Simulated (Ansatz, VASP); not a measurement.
Two plane-wave programs on Al3H2

The input INCAR:

```
PREC = Accurate ; ENCUT = 600
EDIFF = 1E-6 ; ISMEAR = 0
SIGMA = 0.1 ; LREAL = False
LASPH = True ; NELM = 60
ALGO = Normal ; ISIF = 3
LWAVE = False ; LCHARG = False
GGA = PE ; IBRION = 2
NSW = 100 ; EDIFFG = -0.01
```

Contents of KPOINTS:

```
Automatic mesh
0
Gamma
  12 12 4
```

POSCAR

```
Al3H2
1.0
    2.8567066387      0.0000000000      0.0000000000
   -1.4283533194      2.4739805203      0.0000000000
    0.0000000000      0.0000000000      8.4519029548
Al H
3 2
Direct
    0.0000000000      0.0000000000      0.0000000000
    0.3333333333      0.6666666667      0.3676006823
    0.6666666667      0.3333333333      0.6323993177
    0.0000000000      0.0000000000      0.7848926480
    0.0000000000      0.0000000000      0.2151073520
```

Input for Ansatz:

```yaml
crystal:
  lattice:
    - [2.8567066387, 0.0, 0.0]
    - [-1.4283533194, 2.4739805203, 0.0]
    - [0.0, 0.0, 8.4519029548]
  atoms:
    - { symbol: Al, position: [0.0, 0.0, 0.0] }
    - { symbol: Al, position: [0.3333333333, 0.6666666667, 0.3676006823] }
    - { symbol: Al, position: [0.6666666667, 0.3333333333, 0.6323993177] }
    - { symbol: H, position: [0.0, 0.0, 0.784892648] }
    - { symbol: H, position: [0.0, 0.0, 0.215107352] }
basis:
  ecutwfc: 420
kpoints:
  mp_grid: { grid: [12, 12, 4] }
hamiltonian:
  xc: pbe
scf:
  occupations: { method: gaussian, width: 0.1 }
output:
  forces: true
  stress: true
  eigenvalues: true
relax:
  adjacent_minimum: "off"
  f_tol: 0.01
  max_steps: 80
  cell: { stress_tol: 0.05 }
```

Alike in both runs: task relaxation of cell and atoms; functional PBE; k mesh 12 × 12 × 4; occupations gaussian, width 0.1 eV; no spin polarisation.

```csv
,VASP,Ansatz
version,VASP 6.6.1,Ansatz 0.2.0
potentials or method,"VASP PAW PBE potentials, release 64 (Al, H), cutoff 600 eV","scalar-relativistic, plane waves, PAW"
valence electrons in the cell,11,11
```

|  | VASP | Ansatz | Ansatz less VASP |
| --- | --- | --- | --- |
| gap on the k mesh at the Fermi level, each at its own relaxed structure (eV) | none | none | - |
| relaxed volume (Å³/atom) | 12.09 | 12.10 | +0.007 |
| relaxed cell length with the largest relative difference (Å) | 2.769 | 2.771 | +0.0016 |

A gap of «none» marks a metal or a gap that the smearing closes.
